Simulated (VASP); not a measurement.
# C (R-3m) in VASP: single point with PBE

Aim: the single point of C with PBE.

Everything below comes from runs of VASP 6.6.1. Logs are shortened: lines on timing, memory, paths and dates and some standing lists are left out, and cuts for length are marked.

## 1. The cell of the first run

Symmetry: R-3m, No. 166, trigonal system. Conventional cell: a = 2.456 Å, b = 2.456 Å, c = 10.041 Å, α = 90.00°, β = 90.00°, γ = 120.00°. Within 1.9 Å of C (site symmetry 3m) lie 3 C at 1.42 Å.

## 2. Single point, PBE

INCAR

```
SYSTEM = C
ALGO = Normal
EDIFF = 1E-7
ENCUT = 520
GGA = PE
ISIF = 2
ISMEAR = -1
LASPH = .TRUE.
LCHARG = .TRUE.
LELF = .TRUE.
LREAL = .FALSE.
LVHAR = .TRUE.
LWAVE = .FALSE.
NBANDS = 11
NELM = 100
PREC = Accurate
SIGMA = 0.05
```

KPOINTS

```
k-points
0
G
  13 13 13
  0 0 0
```

POSCAR

```
C
1.0
    1.2280287114      0.7090027071      3.3470114498
   -1.2280287114      0.7090027071      3.3470114498
    0.0000000000     -1.4180054142      3.3470114498
C
2
Direct
    0.8333775612      0.8333775612      0.8333775612
    0.1666224388      0.1666224388      0.1666224388
```

Potentials or basis: VASP PAW PBE potentials, release 64 (C).

Started as:

```console
> cat potpaw_PBE.64/C/POTCAR > POTCAR
> mpirun -np 1 vasp_std > vasp.out
```

OUTCAR:

```text
SYSTEM = C
   EDIFF = 1E-7
   ENCUT = 520
   GGA = PE
   ISIF = 2
   ISMEAR = -1
   LASPH = .TRUE.
   LREAL = .FALSE.
   NELM = 100
   PREC = Accurate

 ion  position               nearest neighbor table
   1  0.833  0.833  0.833-   2 1.42   2 1.42   2 1.42
   2  0.167  0.167  0.167-   1 1.42   1 1.42   1 1.42

  LATTYP: Found a trigonal (rhomboedric) cell.
 ALAT       =     3.6350000000
 COS(alpha) =     0.7717355882

  Lattice vectors:

 A1 = (   1.2280287114,   0.7090027071,   3.3470114498)
 A2 = (  -1.2280287114,   0.7090027071,   3.3470114498)
 A3 = (   0.0000000000,  -1.4180054142,   3.3470114498)

Analysis of symmetry for initial positions (statically):
=====================================================================
 Subroutine PRICEL returns:
 Original cell was already a primitive cell.

 Routine SETGRP: Setting up the symmetry group for a
 trigonal (rhombohedral) supercell.

 Subroutine GETGRP returns: Found 12 space group operations
 (whereof 12 operations were pure point group operations)
 out of a pool of 12 trial point group operations.

The static configuration has the point symmetry D_3d.

Analysis of symmetry for dynamics (positions and initial velocities):
=====================================================================
 Subroutine PRICEL returns:
 Original cell was already a primitive cell.

 Routine SETGRP: Setting up the symmetry group for a
 trigonal (rhombohedral) supercell.

 Subroutine GETGRP returns: Found 12 space group operations
 (whereof 12 operations were pure point group operations)
 out of a pool of 12 trial point group operations.

The dynamic configuration has the point symmetry D_3d.

 Subroutine INISYM returns: Found 12 space group operations
 (whereof 12 operations are pure point group operations),
 and found     1 'primitive' translations

----------------------------------------------------------------------------------------

                                     Primitive cell

  volume of cell :      17.4850

  direct lattice vectors                    reciprocal lattice vectors
     1.228028711  0.709002707  3.347011450     0.407156604  0.235071975  0.099591333
    -1.228028711  0.709002707  3.347011450    -0.407156604  0.235071975  0.099591333
     0.000000000 -1.418005414  3.347011450     0.000000000 -0.470143950  0.099591333

  length of vectors
     3.635000000  3.635000000  3.635000000     0.480576495  0.480576495  0.480576495

  position of ions in fractional coordinates (direct lattice)
     0.833377561  0.833377561  0.833377561
     0.166622439  0.166622439  0.166622439

  ion indices of the primitive-cell ions
   primitive index   ion index
                 1           1
                 2           2

----------------------------------------------------------------------------------------

 KPOINTS: k-points

Automatic generation of k-mesh.
 Grid dimensions read from file:
 generate k-points for:   13   13   13

 Generating k-lattice:

  Cartesian coordinates                     Fractional coordinates (reciprocal lattice)
     0.031319739  0.018082460  0.007660872     0.076923077  0.000000000 -0.000000000
    -0.031319739  0.018082460  0.007660872     0.000000000  0.076923077 -0.000000000
     0.000000000 -0.036164919  0.007660872    -0.000000000 -0.000000000  0.076923077

  Length of vectors
     0.036967423  0.036967423  0.036967423

  Shift w.r.t. Gamma in fractional coordinates (k-lattice)
     0.000000000  0.000000000  0.000000000

 Subroutine IBZKPT returns following result:
 ===========================================

 Found    231 irreducible k-points:

 Following reciprocal coordinates:
            Coordinates               Weight
  0.000000  0.000000  0.000000      1.000000
  0.076923  0.000000  0.000000      6.000000
  0.153846  0.000000  0.000000      6.000000
  0.230769 -0.000000  0.000000      6.000000
  0.307692  0.000000  0.000000      6.000000
  0.384615  0.000000  0.000000      6.000000
[... 16 lines left out ...]
  0.384615  0.153846  0.000000     12.000000
  0.461538  0.153846  0.000000     12.000000
 [... further k-points ...]
   k-points           NKPTS =    231   k-points in BZ     NKDIM =    231   number of bands    NBANDS=     11
   number of dos      NEDOS =    301   number of ions     NIONS =      2
   total plane-waves  NPLWV =  21952
   dimension x,y,z NGX =    28 NGY =   28 NGZ =   28
   dimension x,y,z NGXF=    56 NGYF=   56 NGZF=   56
   ions per type =               2
   NGX,Y,Z   is equivalent  to a cutoff of  12.81, 12.81, 12.81 a.u.
   NGXF,Y,Z  is equivalent  to a cutoff of  25.61, 25.61, 25.61 a.u.
 SYSTEM =  C
   PREC   = accura    normal or accurate (medium, high low for compatibility)
   ISTART =      0    job   : 0-new  1-cont  2-samecut
   ICHARG =      2    charge: 1-file 2-atom 10-const
   ISPIN  =      1    spin polarized calculation?
   LNONCOLLINEAR =      F non collinear calculations
   LSORBIT =      F    spin-orbit coupling
   LASPH  =      T    aspherical Exc in radial PAW
   ENCUT  =  520.0 eV  38.22 Ry    6.18 a.u.   6.76  6.76  6.76*2*pi/ulx,y,z
   NELM   =    100;   NELMIN=  2; NELMDL= -5     # of ELM steps
   EDIFF  = 0.1E-06   stopping-criterion for ELM
   LREAL  =      F    real-space projection
   EDIFFG = 0.1E-05   stopping-criterion for IOM
   NSW    =      0    number of steps for IOM
   IBRION =     -1    ionic relax: 0-MD 1-quasi-New 2-CG
   NFREE  =      0    steps in history (QN), initial steepest desc. (CG)
   ISIF   =      2    stress and relaxation
   ISYM   =      2    0-nonsym 1-usesym 2-fastsym
   POTIM  = 0.5000    time-step for ionic-motion
   TEBEG  =    0.0;   TEEND  =   0.0 temperature during run
   PSTRESS=    0.0 pullay stress
   NELECT =       8.0000    total number of electrons
   NUPDOWN=      -1.0000    fix difference up-down
   EMIN   =  10.00;   EMAX   =-10.00  energy-range for DOS
   EFERMI =   0.00;   METHOD = LEGACY
   ISMEAR =    -1;   SIGMA  =   0.05  broadening in eV -4-tet -1-fermi 0-gaus
   EFERMI_NEDOS =   21; number of points for ismear=-14 and -15
   IALGO  =     38    algorithm
   IMIX   =      4    mixing-type and parameters
     AMIX     =   0.40;   BMIX     =  1.00
     AMIX_MAG =   1.60;   BMIX_MAG =  1.00
  volume/ion in A,a.u.               =       8.74        59.00
  Fermi-wavevector in a.u.,A,eV,Ry     =   1.261488  2.383867 21.651666  1.591353
  Thomas-Fermi vector in A             =   2.394945
   LORBIT       =      0    0 simple, 1 ext, 2 COOP (PROOUT), +10 PAW based schemes
   GGA     = PE    functional components
   LHFCALC =     F    Hartree Fock is set to
   AEXX    =    0.0000 exact exchange contribution
   IVDW    =     0    specifies the selected vdW correction
   LEPSILON=     F    determine dielectric tensor
   LRPA    =     F    only Hartree local field effects (RPA)
 non-spin polarized calculation
  energy-cutoff  :      520.00
  volume of cell :       17.48
 maximum number of plane-waves:       483
   NGX = 13   NGY = 13   NGZ = 13

 number of electron       8.0000000 magnetization

 Free energy of the ion-electron system (eV)
  ---------------------------------------------------
  ext. energy  EPLUGINS =         0.00000000
  ---------------------------------------------------
  free energy    TOTEN  =       -18.41937608 eV

  energy without entropy =      -18.41937109  energy(sigma->0) =      -18.41937358

 E-fermi :   4.8470     XC(G=0): -10.3611

 val. band max:        4.4851533070   @ k =  -0.3077   0.3077   0.0000
 cond. band min:       5.2182746636   @ k =  -0.3077   0.3077   0.0000
 fundamental gap:      0.7331213565
 Fermi energy:         4.8470132629

 k-point     1 :       0.0000    0.0000    0.0000
  band No.  band energies     occupation
      1     -14.9759      2.00000
      2      -1.8457      2.00000
      3       1.7716      2.00000
      4       1.7716      2.00000
      5       9.0289      0.00000
      6      13.2110      0.00000
      7      13.2110      0.00000
      8      16.2557      0.00000
      9      17.6655      0.00000
     10      27.6454      0.00000
     11      30.6124      0.00000

 k-point     2 :       0.0769    0.0000    0.0000
  band No.  band energies     occupation
      1     -14.8318      2.00000
      2      -1.6998      2.00000
      3       1.2105      2.00000
      4       1.4785      2.00000
      5       9.2329      0.00000
      6      13.2879      0.00000
      7      13.8121      0.00000
      8      15.7534      0.00000
      9      17.9186      0.00000
     10      28.0971      0.00000
     11      29.4587      0.00000

 k-point     3 :       0.1538    0.0000    0.0000
  band No.  band energies     occupation
      1     -14.4014      2.00000
      2      -1.2647      2.00000
      3      -0.2351      2.00000
      4       0.7705      2.00000
      5       9.8431      0.00000
      6      13.3106      0.00000
      7      14.4154      0.00000
      8      15.4289      0.00000
      9      18.7205      0.00000
     10      26.9642      0.00000
     11      29.0995      0.00000

 k-point     4 :       0.2308   -0.0000    0.0000
  band No.  band energies     occupation
      1     -13.6893      2.00000
      2      -2.1417      2.00000
      3      -0.5493      2.00000
      4      -0.0532      2.00000
      5      10.8369      0.00000
      6      12.5351      0.00000
      7      13.1796      0.00000
      8      17.7100      0.00000
      9      19.8853      0.00000
     10      24.8209      0.00000
     11      27.4747      0.00000
[... 239 lines left out ...]
 k-point    22 :       0.3077    0.1538    0.0000
  band No.  band energies     occupation
      1     -13.2292      2.00000
      2      -2.5012      2.00000
      3      -1.2375      2.00000
      4      -0.4182      2.00000
      5      11.6605      0.00000
      6      12.1001      0.00000
      7      14.7177      0.00000
      8      16.3446      0.00000
      9      21.6031      0.00000
     10      22.6201      0.00000
     11      28.6623      0.00000

 k-point    23 :       0.3846    0.1538    0.0000
  band No.  band energies     occupation
      1     -12.2482      2.00000
      2      -4.1516      2.00000
      3      -2.2376      2.00000
      4       0.5203      2.00000
      5       9.9692      0.00000
      6      13.4907      0.00000
      7      15.1043      0.00000
      8      17.4521      0.00000
      9      20.6589      0.00000
     10      23.4858      0.00000
     11      27.1718      0.00000

 k-point    24 :       0.4615    0.1538    0.0000
  band No.  band energies     occupation
      1     -11.0222      2.00000
      2      -5.9968      2.00000
      3      -2.8658      2.00000
      4       1.6829      2.00000
      5       8.2643      0.00000
      6      14.7343      0.00000
      7      15.2203      0.00000
      8      18.4214      0.00000
      9      20.0098      0.00000
     10      23.4409      0.00000
     11      27.4334      0.00000

 [... further k-points ...]
[... 5 lines left out ...]
  --------------------------------------------------------------------------------------
  -------------------------------------------------------------------------------------
  Total        0.6144837      0.6144837      0.4060913      0.0000000      0.0000000      0.0000000
  in kB       56.3061853     56.3061853     37.2108361      0.0000000      0.0000000      0.0000000
  external PRESSURE =      49.9410689 kB  Pullay stress =       0.0000000 kB

 VOLUME and BASIS-vectors are now :
 -----------------------------------------------------------------------------
  energy-cutoff  :      520.00
  volume of cell :       17.48
      direct lattice vectors                 reciprocal lattice vectors
     1.228028711  0.709002707  3.347011450     0.407156604  0.235071975  0.099591333
    -1.228028711  0.709002707  3.347011450    -0.407156604  0.235071975  0.099591333
     0.000000000 -1.418005414  3.347011450     0.000000000 -0.470143950  0.099591333

 POSITION                                       TOTAL-FORCE (eV/Angst)
 -----------------------------------------------------------------------------------
      0.00000      0.00000      8.36797         0.000000     -0.000000     -0.001613
      0.00000      0.00000      1.67306         0.000000      0.000000      0.001613
 -----------------------------------------------------------------------------------
    total drift:                               -0.000000     -0.000000      0.000000

  FREE ENERGIE OF THE ION-ELECTRON SYSTEM (eV)
  ---------------------------------------------------
  free  energy   TOTEN  =       -18.4193760755 eV

  energy  without entropy=      -18.4193710864  energy(sigma->0) =      -18.41937358
```

Wall time 39 s (1 thread of Intel Xeon Platinum 8488C (Sapphire Rapids), shared host); peak memory 0.17 GiB.

What came out:

- Free energy: -18.4194 eV
- Pressure: 5.0 GPa
- Band gap on the k mesh: 0.73 eV, direct

Levels at points of the mesh, in eV from the valence-band top:
| k point | band 1 | band 2 | band 3 | band 4 | band 5 | band 6 | band 7 | band 8 | band 9 |
| --- | --- | --- | --- | --- | --- | --- | --- | --- | --- |
| (0.00, 0.00, 0.00) | -19.46 | -6.33 | -2.71 | -2.71 | 4.54 | 8.73 | 8.73 | 11.77 | 13.18 |

A k mesh can miss the band edges.
